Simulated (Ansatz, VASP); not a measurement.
# MgO: VASP beside Ansatz

Contents of INCAR:

```
PREC = Accurate ; ENCUT = 520
EDIFF = 1E-6 ; ISMEAR = 0
SIGMA = 0.05 ; LREAL = F
LASPH = T ; NELM = 100
ALGO = Normal ; ISIF = 2
LWAVE = F ; LCHARG = F
GGA = PE ; NBANDS = 16
```

KPOINTS

```
Automatic mesh
0
Gamma
  9 9 6
```

File POSCAR:

```
MgO
1.0
    3.4861000000      0.0000000000      0.0000000000
   -1.7430500000      3.0190511601      0.0000000000
    0.0000000000      0.0000000000      4.1970000000
Mg O
2 2
Direct
    0.6666666667      0.3333333333      0.7500000000
    0.3333333333      0.6666666667      0.2500000000
    0.6666666667      0.3333333333      0.2500000000
    0.3333333333      0.6666666667      0.7500000000
```

Input for Ansatz:

```yaml
crystal:
  lattice:
    - [3.4861, 0.0, 0.0]
    - [-1.74305, 3.0190511601, 0.0]
    - [0.0, 0.0, 4.197]
  atoms:
    - { symbol: Mg, position: [0.6666666667, 0.3333333333, 0.75] }
    - { symbol: Mg, position: [0.3333333333, 0.6666666667, 0.25] }
    - { symbol: O, position: [0.6666666667, 0.3333333333, 0.25] }
    - { symbol: O, position: [0.3333333333, 0.6666666667, 0.75] }
basis:
  ecutwfc: 520.0
kpoints:
  mp_grid: { grid: [9, 9, 6] }
hamiltonian:
  xc: pbe
  pseudopotentials: { kind: paw, azcp: { folder: soft_1 } }
scf:
  occupations: { method: gaussian, width: 0.05 }
output:
  forces: true
  stress: true
  eigenvalues: true
```

Alike in both runs: task single point; functional PBE; k mesh 9 × 9 × 6; occupations gaussian, width 0.05 eV; no spin polarisation.

|  | VASP | Ansatz |
| --- | --- | --- |
| version | VASP 6.6.1 | Ansatz 0.2.0 |
| potentials or method | VASP PAW PBE potentials, release 64 (Mg, O), cutoff 520 eV | scalar-relativistic, plane waves, PAW |
| valence electrons in the cell | 16 | 32 |

|  | VASP | Ansatz | Ansatz less VASP |
| --- | --- | --- | --- |
| gap on the k mesh at the Fermi level (eV) | 3.41 | 3.43 | +0.020 |
| least direct gap on the mesh (eV) | 3.41 | 3.43 | +0.020 |
| pressure (GPa) | 3.4 | 4.0 | +0.56 |
| traceless stress, the component that is largest in VASP (GPa) | 0.02 | 0.14 | +0.123 |

VASP's potentials hold 16 valence electrons a cell and Ansatz's 32, so a difference there can come from the potentials and not from the codes.
